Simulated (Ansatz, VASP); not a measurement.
## AgCl in VASP and in Ansatz

Contents of POSCAR:

```
AgCl
1.0
    3.3955880419      0.0000000000      0.0000000000
    0.0000000000      3.3955880419      0.0000000000
    0.0000000000      0.0000000000      3.3955880419
Ag Cl
1 1
Direct
    0.0000000000      0.0000000000      0.0000000000
    0.5000000000      0.5000000000      0.5000000000
```

File INCAR.step1:

```
ALGO = Normal
EDIFF = 1E-5
ENCUT = 520
GGA = PE
ISIF = 2
ISMEAR = 0
LASPH = T
LCHARG = F
LREAL = F
LWAVE = T
NBANDS = 16
NELM = 60
PREC = Accurate
SIGMA = 0.01
```

Contents of INCAR.step2:

```
AEXX = 0.4
ALGO = Normal
EDIFF = 1E-6
ENCUT = 520
GGA = PE
HFSCREEN = 0.3
ISIF = 2
ISMEAR = 0
ISTART = 1
LASPH = T
LCHARG = F
LHFCALC = T
LREAL = F
LWAVE = F
NBANDS = 16
NELM = 60
PREC = Accurate
PRECFOCK = Normal
SIGMA = 0.01
```

The input KPOINTS:

```
k-points
0
Gamma
  4 4 4
```

Input for Ansatz:

```yaml
crystal:
  lattice:
    - [3.3955880419, 0.0, 0.0]
    - [0.0, 3.3955880419, 0.0]
    - [0.0, 0.0, 3.3955880419]
  atoms:
    - { symbol: Ag, position: [0.0, 0.0, 0.0] }
    - { symbol: Cl, position: [0.5, 0.5, 0.5] }
kpoints:
  mp_grid: { grid: [4, 4, 4] }
hamiltonian:
  xc: { exchange: pbe, correlation: pbe, exx: { coeff: 0.4, omega: 0.3 } }
scf:
  occupations: { method: fixed }
  n_extra_bands: 4
output:
  forces: true
  stress: true
  eigenvalues: true
```

Alike in both runs: task single point; functional PBE-based screened hybrid; k mesh 4 × 4 × 4; no spin polarisation.

```csv
,VASP,Ansatz
version,VASP 6.6.1,Ansatz 0.2.0
potentials or method,"VASP PAW PBE potentials, release 64 (Ag, Cl)",plane waves
plane-wave cutoff (eV),520,420
occupations,"gaussian, width 0.01 eV",fixed
valence electrons in the cell,18,26
```

```tsv
	VASP	Ansatz	Ansatz less VASP
gap on the k mesh at the Fermi level (eV)	2.55	2.57	+0.024
pressure (GPa)	1.3	1.4	+0.15
```

VASP's potentials were made for PBE, not for PBE-based screened hybrid. VASP's potentials hold 18 valence electrons a cell and Ansatz's 26, so a difference there can come from the potentials and not from the codes. Ansatz's warnings: stress exchange threshold loose, stress scf threshold loose.

The k mesh is coarse, so the values compare programs but aren't converged.
